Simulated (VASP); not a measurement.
# In (Pm-3m) in VASP: notebook

The runs below take In through relaxation of cell and atoms, single point, with PBE.

Everything below comes from runs of VASP 6.6.1. Logs are shortened: lines on timing, memory, paths and dates and some standing lists are left out, and cuts for length are marked.

### 1 The cell of the first run

The structure is cubic, space group Pm-3m (No. 221). Conventional cell: a = 3.097 Å, b = 3.097 Å, c = 3.097 Å, α = 90.00°, β = 90.00°, γ = 90.00°. Within 4.1 Å of In (site symmetry m-3m) lie 6 In at 3.10 Å.

This isn't the form of In at room conditions, which is tetragonal.

### 2 Relaxation of cell and atoms, PBE, non-collinear spin, zero start, spin-orbit coupling

The input, INCAR:

```
SYSTEM = In
PREC = Accurate ; ENCUT = 600
EDIFF = 1E-6 ; ISMEAR = -1
SIGMA = 0.05 ; LREAL = .FALSE.
LASPH = .TRUE. ; NELM = 150
ALGO = Normal ; ISIF = 3
LWAVE = .FALSE. ; LCHARG = .FALSE.
MAGMOM = 0 0 0 ; LORBIT = 11
LSORBIT = .TRUE. ; GGA_COMPAT = .FALSE.
LORBMOM = .TRUE. ; GGA = PE
IBRION = 2 ; NSW = 60
EDIFFG = -0.005
```

The input, KPOINTS:

```
regular mesh
0
G
  13 13 13
  0 0 0
```

The input, POSCAR:

```
In
1.0
    3.0974033059      0.0000000000      0.0000000000
    0.0000000000      3.0974033059      0.0000000000
    0.0000000000      0.0000000000      3.0974033059
In
1
Direct
    0.0000000000      0.0000000000      0.0000000000
```

Potentials or basis: VASP PAW PBE potentials, release 64 (In_d).

On the command line:

```
> cat potpaw_PBE.64/In_d/POTCAR > POTCAR
> mpirun -np 1 vasp_ncl > vasp.out
```

OUTCAR:

```text
SYSTEM = In
   PREC = Accurate
   ENCUT = 600
   EDIFF = 1E-6
   ISMEAR = -1
   LREAL = .FALSE.
   LASPH = .TRUE.
   NELM = 150
   ISIF = 3
   LORBIT = 11
   LSORBIT = .TRUE.
   GGA = PE
   IBRION = 2
   NSW = 60
   EDIFFG = -0.005

 ion  position               nearest neighbor table
   1  0.000  0.000  0.000-

  LATTYP: Found a simple cubic cell.
 ALAT       =     3.0974033059

  Lattice vectors:

 A1 = (   3.0974033059,   0.0000000000,   0.0000000000)
 A2 = (   0.0000000000,   3.0974033059,   0.0000000000)
 A3 = (   0.0000000000,   0.0000000000,   3.0974033059)

Analysis of symmetry for initial positions (statically):
=====================================================================
 Subroutine PRICEL returns:
 Original cell was already a primitive cell.

 Routine SETGRP: Setting up the symmetry group for a
 simple cubic supercell.

 Subroutine GETGRP returns: Found 48 space group operations
 (whereof 48 operations were pure point group operations)
 out of a pool of 48 trial point group operations.

The static configuration has the point symmetry O_h .

Analysis of symmetry for dynamics (positions and initial velocities):
=====================================================================
 Subroutine PRICEL returns:
 Original cell was already a primitive cell.

 Routine SETGRP: Setting up the symmetry group for a
 simple cubic supercell.

 Subroutine GETGRP returns: Found 48 space group operations
 (whereof 48 operations were pure point group operations)
 out of a pool of 48 trial point group operations.

The dynamic configuration has the point symmetry O_h .

Analysis of structural, dynamic, and magnetic symmetry:
=====================================================================
 Subroutine PRICEL returns:
 Original cell was already a primitive cell.

 Routine SETGRP: Setting up the symmetry group for a
 simple cubic supercell.

 Subroutine GETGRP returns: Found 48 space group operations
 (whereof 48 operations were pure point group operations)
 out of a pool of 48 trial point group operations.

The overall configuration has the point symmetry O_h .

 Subroutine INISYM returns: Found 48 space group operations
 (whereof 48 operations are pure point group operations),
 and found     1 'primitive' translations

----------------------------------------------------------------------------------------

                                     Primitive cell

  volume of cell :      29.7162

  direct lattice vectors                    reciprocal lattice vectors
     3.097403306  0.000000000  0.000000000     0.322851079  0.000000000  0.000000000
     0.000000000  3.097403306  0.000000000     0.000000000  0.322851079  0.000000000
     0.000000000  0.000000000  3.097403306     0.000000000  0.000000000  0.322851079

  length of vectors
     3.097403306  3.097403306  3.097403306     0.322851079  0.322851079  0.322851079

  position of ions in fractional coordinates (direct lattice)
     0.000000000  0.000000000  0.000000000

  ion indices of the primitive-cell ions
   primitive index   ion index
                 1           1

----------------------------------------------------------------------------------------

 KPOINTS: regular mesh

Automatic generation of k-mesh.
 Grid dimensions read from file:
 generate k-points for:   13   13   13

[... 114 lines left out ...]

------------------------ aborting loop because EDIFF is reached ----------------------------------------

  FORCE on cell =-STRESS in cart. coord.  units (eV):
  Direction    XX          YY          ZZ          XY          YZ          ZX
  --------------------------------------------------------------------------------------
  -------------------------------------------------------------------------------------
  Total       -0.0232396     -0.0232396     -0.0232396      0.0000000     -0.0000000      0.0000000
  in kB       -1.2529878     -1.2529878     -1.2529878      0.0000000     -0.0000000      0.0000000
  external PRESSURE =      -1.2529878 kB  Pullay stress =       0.0000000 kB

 VOLUME and BASIS-vectors are now :
 -----------------------------------------------------------------------------
  energy-cutoff  :      600.00
  volume of cell :       29.72
      direct lattice vectors                 reciprocal lattice vectors
     3.097403306  0.000000000  0.000000000     0.322851079  0.000000000  0.000000000
     0.000000000  3.097403306  0.000000000     0.000000000  0.322851079  0.000000000
     0.000000000  0.000000000  3.097403306     0.000000000  0.000000000  0.322851079

 POSITION                                       TOTAL-FORCE (eV/Angst)
 -----------------------------------------------------------------------------------
      0.00000      0.00000      0.00000         0.000000      0.000000      0.000000
 -----------------------------------------------------------------------------------
    total drift:                               -0.000000     -0.000000     -0.000000

  FREE ENERGIE OF THE ION-ELECTRON SYSTEM (eV)
  ---------------------------------------------------
  free  energy   TOTEN  =        -2.4956201701 eV

  energy  without entropy=       -2.4878525998  energy(sigma->0) =       -2.49173638

--------------------------------------- Ionic step        2  -------------------------------------------

 number of electron      12.9999998 magnetization      -0.0000000     -0.0000000     -0.0000000

 number of electron      12.9999998 magnetization       0.0000000      0.0000000      0.0000000

 Free energy of the ion-electron system (eV)
  ---------------------------------------------------
  ext. energy  EPLUGINS =         0.00000000
  ---------------------------------------------------
  free energy    TOTEN  =        -2.49567022 eV

  energy without entropy =       -2.48789522  energy(sigma->0) =       -2.49178272

 E-fermi :   6.0445     XC(G=0):  -9.5943

 val. band max:        6.0336950176   @ k =   0.4615   0.4615   0.0769
 cond. band min:       6.0648982778   @ k =   0.3077   0.0769   0.0000
 fundamental gap:      0.0312032602
 Fermi energy:         6.0444885729

 k-point     1 :       0.0000    0.0000    0.0000
  band No.  band energies     occupation
      1      -9.0976      1.00000
      2      -9.0976      1.00000
      3      -9.0976      1.00000
      4      -9.0976      1.00000
      5      -8.1478      1.00000
      6      -8.1478      1.00000
[... 541 lines left out ...]
     19      17.1532      0.00000
     20      17.1532      0.00000

 [... further k-points ...]

------------------------ aborting loop because EDIFF is reached ----------------------------------------

  FORCE on cell =-STRESS in cart. coord.  units (eV):
  Direction    XX          YY          ZZ          XY          YZ          ZX
  --------------------------------------------------------------------------------------
  -------------------------------------------------------------------------------------
  Total        0.0020268      0.0020268      0.0020268     -0.0000000     -0.0000000      0.0000000
  in kB        0.1096444      0.1096444      0.1096444     -0.0000000     -0.0000000      0.0000000
  external PRESSURE =       0.1096444 kB  Pullay stress =       0.0000000 kB

 VOLUME and BASIS-vectors are now :
 -----------------------------------------------------------------------------
  energy-cutoff  :      600.00
  volume of cell :       29.62
      direct lattice vectors                 reciprocal lattice vectors
     3.093930676  0.000000000  0.000000000     0.323213447 -0.000000000 -0.000000000
     0.000000000  3.093930676 -0.000000000     0.000000000  0.323213447  0.000000000
     0.000000000 -0.000000000  3.093930676     0.000000000  0.000000000  0.323213447

 POSITION                                       TOTAL-FORCE (eV/Angst)
 -----------------------------------------------------------------------------------
      0.00000      0.00000      0.00000        -0.000000      0.000000      0.000000
 -----------------------------------------------------------------------------------
    total drift:                               -0.000000     -0.000000     -0.000000

  FREE ENERGIE OF THE ION-ELECTRON SYSTEM (eV)
  ---------------------------------------------------
  free  energy   TOTEN  =        -2.4956702152 eV

  energy  without entropy=       -2.4878952166  energy(sigma->0) =       -2.49178272

 reached required accuracy - stopping structural energy minimisation

 orbital moment (x)

 # of ion     p       d       tot
 ----------------------------------------
  1         0.000   0.000   0.000
 ----------------------------------------
            0.000   0.000   0.000

 orbital moment (y)

 # of ion     p       d       tot
 ----------------------------------------
  1         0.000  -0.000  -0.000
 ----------------------------------------
            0.000  -0.000  -0.000

 orbital moment (z)

 # of ion     p       d       tot
 ----------------------------------------
  1         0.000   0.000   0.000
 ----------------------------------------
            0.000   0.000   0.000

 Spin-Orbit-Coupling matrix elements

 Ion:    1  E_soc:     -0.0728057
 l=   1
     0.0000000    -0.0057140    -0.0057140
    -0.0057140     0.0000000    -0.0057140
    -0.0057140    -0.0057140     0.0000000
 l=   2
     0.0000000    -0.0012915     0.0000000    -0.0012915    -0.0051288
    -0.0012915     0.0000000    -0.0038466    -0.0012915    -0.0012822
     0.0000000    -0.0038466     0.0000000    -0.0038466     0.0000000
    -0.0012915    -0.0012915    -0.0038466     0.0000000    -0.0012822
    -0.0051288    -0.0012822     0.0000000    -0.0012822     0.0000000
 l=   3
     0.0000000     0.0000000     0.0000000     0.0000000     0.0000000     0.0000000     0.0000000
     0.0000000     0.0000000     0.0000000     0.0000000     0.0000000     0.0000000     0.0000000
     0.0000000     0.0000000     0.0000000     0.0000000     0.0000000     0.0000000     0.0000000
     0.0000000     0.0000000     0.0000000     0.0000000     0.0000000     0.0000000     0.0000000
     0.0000000     0.0000000     0.0000000     0.0000000     0.0000000     0.0000000     0.0000000
     0.0000000     0.0000000     0.0000000     0.0000000     0.0000000     0.0000000     0.0000000
     0.0000000     0.0000000     0.0000000     0.0000000     0.0000000     0.0000000     0.0000000

 total charge

# of ion       s       p       d       tot
------------------------------------------
    1        0.984   0.528   9.839  11.351

 magnetization (x)

# of ion       s       p       d       tot
------------------------------------------
    1        0.000   0.000  -0.000   0.000

 magnetization (y)

# of ion       s       p       d       tot
------------------------------------------
    1        0.000   0.000  -0.000   0.000

 magnetization (z)

# of ion       s       p       d       tot
------------------------------------------
    1        0.000  -0.000  -0.000   0.000
```

Run time: 85 s. Hardware: 1 thread of AMD EPYC 9R45 (Zen 5), shared host; peak memory 0.26 GiB.

Results:

* Free energy: -2.4957 eV
* Relaxed volume: 29.62 Å³/atom
* Relaxed cell: a = 3.094 Å, b = 3.094 Å, c = 3.094 Å, α = 90.00°, β = 90.00°, γ = 90.00°
* Space group after relaxing (to 0.1 Å): Pm-3m (No. 221)
* Energy gained by relaxing: 0.1 meV/atom
* Ionic steps: 2
* Pressure after relaxing: 0.0 GPa
* Net moment: 0.00 μB per cell
* Valence electrons inside the program's atomic spheres: In 11.35

Final structure:
```
In
1.0
     3.09393    0.00000    0.00000
     0.00000    3.09393    0.00000
     0.00000    0.00000    3.09393
In
1
Direct
  0.00000 0.00000 0.00000
```

Moments on the atoms (μB; x, y, z):
```
In  0.00 0.00 0.00
```

### 3 Single point, PBE, non-collinear spin, zero start, spin-orbit coupling

This run uses another cell than the first one, of 29.51 Å³/atom.

The input, INCAR:

```
ALGO = Normal ; EDIFF = 1E-6
ENCUT = 520 ; GGA = PE
GGA_COMPAT = False ; ISIF = 2
ISMEAR = -1 ; LASPH = True
LCHARG = False ; LORBIT = 11
LORBMOM = True ; LREAL = False
LSORBIT = True ; LWAVE = False
MAGMOM = 0 0 0 ; NBANDS = 24
NELM = 150 ; PREC = Accurate
SIGMA = 0.05
```

The input, KPOINTS:

```
k-points
0
Gamma
  13 13 13
```

The input, POSCAR:

```
In
1.0
    3.0902688668      0.0000000000      0.0000000000
    0.0000000000      3.0902688668      0.0000000000
    0.0000000000      0.0000000000      3.0902688668
In
1
Direct
    0.0000000000      0.0000000000      0.0000000000
```

Potentials or basis: VASP PAW PBE potentials, release 64 (In_d).

On the command line:

```
> cat potpaw_PBE.64/In_d/POTCAR > POTCAR
> mpirun -np 1 vasp_ncl > vasp.out
```

It took 95 s on 1 thread of Intel Xeon 8259CL, shared host; peak memory 0.24 GiB.

Results (log left out):

- Free energy: -2.4956 eV
- Pressure: 0.0 GPa
- Net moment: 0.00 μB per cell
- Valence electrons inside the program's atomic spheres: In 11.35

Moments on the atoms (μB; x, y, z):
```
In  0.00 0.00 0.00
```

### 4 Single point, PBE, non-collinear spin, zero start, spin-orbit coupling

This run uses another cell than the first one, of 29.51 Å³/atom.

The input, INCAR:

```
SYSTEM = In
  PREC = Accurate
  ENCUT = 520
  EDIFF = 1E-7
  ISMEAR = -1
  SIGMA = 0.05
  LREAL = .FALSE.
  LASPH = .TRUE.
  NELM = 150
  ALGO = Normal
  ISIF = 2
  LWAVE = .FALSE.
  LCHARG = .FALSE.
  MAGMOM = 0 0 0
  LORBIT = 11
  LSORBIT = .TRUE.
  GGA_COMPAT = .FALSE.
  LORBMOM = .TRUE.
  GGA = PE
  NBANDS = 24
```

The input, KPOINTS:

```
regular mesh
0
G
  13 13 13
  0 0 0
```

POSCAR is that of step 3.

On the command line:

```
> cat potpaw_PBE.64/In_d/POTCAR > POTCAR
> mpirun -np 1 vasp_ncl > vasp.out
```

Run time: 1.8 min. Hardware: 1 thread of Intel Xeon 8259CL, shared host; peak memory 0.24 GiB.

It converged, with:

| Item | Value |
| --- | --- |
| Free energy | -2.4956 eV |
| Pressure | 0.0 GPa |
| Net moment | 0.00 μB per cell |
| Valence electrons inside the program's atomic spheres | In 11.35 |

Moments on the atoms (μB; x, y, z):
```
In  0.00 0.00 0.00
```
